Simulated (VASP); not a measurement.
The system is Li2TaO3.

```
Li Ta O
1.0
     2.87946    0.00000    0.00000
     0.00000    2.87946    0.00000
     0.00000    0.00000    8.31103
Li Ta O
2 1 3
Direct
  0.00000 0.00000 0.99994
  0.50000 0.50000 0.50158
  0.50000 0.50000 0.17134
  0.00000 0.00000 0.67469
  0.00000 0.00000 0.32747
  0.50000 0.50000 0.82498
```

The cell was generated, and may not be a known phase.

| Quantity | Value |
| --- | --- |
| Program | VASP 6.6.1 |
| Task | relaxation of cell and atoms |
| Functional | PBE |
| Potentials or basis | VASP PAW PBE potentials, release 64 (Li_sv, Ta_sv_GW, O) |
| Cutoff | 880 eV |
| k mesh | 6 × 6 × 2 |
| Occupations | gaussian, width 0.1 eV |
| Spin | no spin polarisation |

At the start: pressure -7.2 GPa; volume 11.48 Å³/atom.

**Question.** Where does the relaxation end?

**Answer.** Over 67 steps the energy falls by 1759.3 meV/atom and the volume is 12.17 Å³/atom (+6.0 %); space group P4mm (No. 99, to 0.1 Å) before and after.

The path:
```
step  energy change (eV)  largest force (eV/Å)  pressure (GPa)  volume (Å³)
   1              0.0000                5.3489           -7.22        68.91
   3             -2.9362                8.1630           33.46        53.22
   5             -4.7211                5.6810            6.97        57.40
   7             -6.7859                6.7319            9.08        56.63
   9             -7.9497                8.6186           13.44        56.79
  11             -9.2195                3.6426           14.03        58.68
  13             -9.7755                3.7530            1.06        64.14
  15            -10.0237                1.9586           -1.29        63.41
  17            -10.1176                1.5776           -1.36        63.37
  19            -10.1681                1.4829           14.49        61.28
  21            -10.3778                0.2520            5.66        63.55
  23            -10.4416                0.8681            3.09        65.97
  25            -10.4776                0.2303           -1.32        68.71
  27            -10.5000                0.3769           -0.48        68.93
  29            -10.5146                0.3286            1.40        69.49
  31            -10.5229                0.2998            0.98        70.12
  33            -10.5317                0.2183           -1.06        71.49
  35            -10.5383                0.3702           -0.37        71.67
  37            -10.5431                0.1572           -0.43        71.66
  39            -10.5447                0.1465            0.45        71.39
  41            -10.5472                0.2443            0.27        71.51
  43            -10.5494                0.0714            0.36        71.67
  45            -10.5498                0.1443            0.44        71.78
  47            -10.5511                0.1115           -0.03        72.09
  49            -10.5512                0.1267           -0.22        72.22
  51            -10.5526                0.1072           -0.05        72.35
  53            -10.5529                0.1567            0.03        72.45
  55            -10.5535                0.1221           -0.11        72.59
  57            -10.5539                0.0692           -0.05        72.57
  59            -10.5545                0.0905            0.64        72.60
  61            -10.5550                0.0410            0.30        72.70
  63            -10.5554                0.0876            0.00        72.97
  65            -10.5554                0.0499           -0.05        73.16
  67            -10.5555                0.0350            0.03        73.05
```

Final structure:
```
CELL_PARAMETERS angstrom
2.86891 0.00000 0.00000
0.00000 2.86891 0.00000
0.00000 0.00000 8.87483
ATOMIC_POSITIONS crystal
Li 0.00000 0.00000 0.85278
Li 0.50000 0.50000 0.62395
Ta 0.50000 0.50000 0.16409
O 0.00000 0.00000 0.64935
O 0.00000 0.00000 0.24947
O 0.50000 0.50000 0.96036
```

Caveat: the k points lie up to 0.37 Å⁻¹ apart in the final cell, too coarse for converged energies and pressures of a metal; an odd number of electrons without spin polarisation forces a metal; a magnetic or distorted state may lie lower.
